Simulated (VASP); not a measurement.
Here is a VASP 6.6.1 calculation.

Contents of INCAR:

```
SYSTEM = Na2Nb2O
PREC = Accurate ; ENCUT = 520
EDIFF = 1E-6 ; ISMEAR = 0
SIGMA = 0.1 ; LREAL = .False.
LASPH = .True. ; NELM = 60
ALGO = Normal ; ISIF = 2
LWAVE = .False. ; LCHARG = .False.
GGA = PE ; NBANDS = 31
```

Contents of KPOINTS:

```
Automatic mesh
0
Gamma
  6 6 2
  0 0 0
```

Contents of POSCAR:

```
Na2Nb2O
1.0
    3.0074696170      0.0000000000      0.0000000000
    0.0000000000      3.0074696170      0.0000000000
    0.0000000000      0.0000000000     10.6165875497
Na Nb O
2 2 1
Direct
    0.0000000000      0.0000000000      0.0000000000
    0.5000000000      0.5000000000      0.5000000000
    0.5000000000      0.5000000000      0.8069805073
    0.5000000000      0.5000000000      0.1930194927
    0.5000000000      0.5000000000      0.0000000000
```

Potentials or basis: VASP PAW PBE potentials, release 64 (Na_pv, Nb_sv, O).

Run with:

```bash
$ cat potpaw_PBE.64/Na_pv/POTCAR potpaw_PBE.64/Nb_sv/POTCAR potpaw_PBE.64/O/POTCAR > POTCAR
$ mpirun -np 1 vasp_std > vasp.out
```

**Question.** Estimate the pressure.

**Answer.** 0.1 GPa.

**Question.** Estimate the band gap on the k mesh.

**Answer.** Zero (band 23 reaches 6.00 eV, above the bottom of band 24 at 4.33 eV).

Stress tensor (GPa, compression positive):
```
 0.17  0.00  0.00
 0.00  0.17  0.00
 0.00  0.00 -0.01
```
